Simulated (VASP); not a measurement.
LaLu2N3:

```
La Lu N
1.0
     3.64566    0.00000    0.00000
     0.00000    3.64566    0.00000
     0.00000    0.00000    8.03146
La Lu N
1 2 3
Direct
  0.00000 0.00000 0.00000
  0.00000 0.50000 0.73761
  0.50000 0.00000 0.26239
  0.50000 0.50000 0.00000
  0.00000 0.50000 0.37863
  0.50000 0.00000 0.62137
```

* Program: VASP 6.6.1
* Task: relaxation of cell and atoms
* Functional: PBE
* Potentials or basis: VASP PAW PBE potentials, release 64 (La, Lu, N)
* Cutoff: 600 eV
* k mesh: 6 × 6 × 2
* Occupations: gaussian, width 0.1 eV
* Spin: no spin polarisation

At the start: pressure -11.7 GPa; volume 17.79 Å³/atom.

**Question.** Where does the relaxation end?

**Answer.** Over 25 steps the energy falls by 1469.9 meV/atom and the volume is 18.19 Å³/atom (+2.3 %); space group P-4m2 (No. 115, to 0.05 Å).

Step by step:
```tsv
step	energy change (eV)	largest force (eV/Å)	pressure (GPa)	volume (Å³)
1	0.0000	6.6737	-11.70	106.74
2	-5.3937	5.4078	6.79	87.81
3	-5.9997	3.9793	26.12	80.17
4	-7.9705	1.3620	11.70	86.47
5	-7.9714	1.4012	11.43	86.64
6	-8.2988	1.0674	-0.79	93.70
7	-8.2987	1.0698	-0.71	93.66
8	-8.4189	0.8390	-0.22	94.36
9	-8.6406	0.5977	1.61	96.44
10	-8.3951	2.2184	8.39	100.37
11	-8.6646	0.4718	3.28	97.40
12	-8.7432	0.3657	-1.15	103.51
13	-8.7437	0.3627	-2.07	104.66
14	-8.8005	0.0629	-1.08	106.82
15	-8.8118	0.1898	-0.32	108.29
16	-8.8158	0.1097	0.34	107.84
17	-8.8159	0.0890	0.51	107.73
18	-8.8175	0.0830	-0.07	108.28
19	-8.8176	0.0638	0.00	108.21
20	-8.8180	0.0437	0.08	108.28
21	-8.8183	0.0332	0.20	108.46
22	-8.8183	0.0347	0.08	108.57
23	-8.8185	0.0372	0.03	108.75
24	-8.8188	0.0424	-0.09	109.11
25	-8.8192	0.0303	0.03	109.16
```

Final structure:
```
La Lu N
1.0
     3.40399    0.00000    0.00000
     0.00000    3.40399    0.00000
     0.00000    0.00000    9.42061
La Lu N
1 2 3
Direct
  0.00000 0.00000 0.00000
  0.00000 0.50000 0.62093
  0.50000 0.00000 0.37907
  0.50000 0.50000 0.00000
  0.00000 0.50000 0.38391
  0.50000 0.00000 0.61609
```

Caveat: the k points lie up to 0.33 Å⁻¹ apart in the final cell.
